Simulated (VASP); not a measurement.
A run of VASP 6.6.1 is set up as follows.

POSCAR

```
BaTiO3
1.0
    3.9940950307      0.0000000000      0.0000000000
    0.0000000000      3.9940950307      0.0000000000
    0.0000000000      0.0000000000      3.9940950307
Ba Ti O
1 1 3
Direct
    0.5000000000      0.5000000000      0.5000000000
    0.0000000000      0.0000000000      0.0000000000
    0.5000000000      0.0000000000      0.0000000000
    0.0000000000      0.5000000000      0.0000000000
    0.0000000000      0.0000000000      0.5000000000
```

The input INCAR.step1:

```
ALGO = Normal ; EDIFF = 1E-5
ENCUT = 580 ; GGA = PE
GGA_COMPAT = F ; ISIF = 2
ISMEAR = 0 ; LASPH = T
LCHARG = F ; LREAL = F
LWAVE = T ; NBANDS = 28
NELM = 120 ; PREC = Accurate
SIGMA = 0.01
```

INCAR.step2

```
AEXX = 0.25 ; ALGO = Normal
EDIFF = 1E-6 ; ENCUT = 580
GGA_COMPAT = F ; ISIF = 2
ISMEAR = 0 ; ISTART = 1
LASPH = T ; LCHARG = F
LHFCALC = T ; LMIXTAU = T
LREAL = F ; LWAVE = F
METAGGA = R2SCAN ; NBANDS = 28
NELM = 120 ; PREC = Accurate
PRECFOCK = Normal ; SIGMA = 0.01
```

Contents of KPOINTS:

```
k-points
0
Gamma
  4 4 4
```

Potentials or basis: VASP PAW PBE potentials, release 64 (Ba_sv, Ti_sv, O).

Launch:

```console
$ cat potpaw_PBE.64/Ba_sv/POTCAR potpaw_PBE.64/Ti_sv/POTCAR potpaw_PBE.64/O/POTCAR > POTCAR
$ cp INCAR.step1 INCAR
$ mpirun -np 1 vasp_std > vasp.out
$ cp INCAR.step2 INCAR
$ mpirun -np 1 vasp_std > vasp.out
```

(1) Estimate the band gap on the k mesh.

(2) Predict the pressure.

## Answers

(1) 4.23 eV (least direct gap 4.34 eV).

(2) -2.2 GPa.

Caveat: the PAW data sets were made with another functional, which shifts forces and pressure a little; spin-orbit coupling is left out, which moves the levels of the heavy elements.
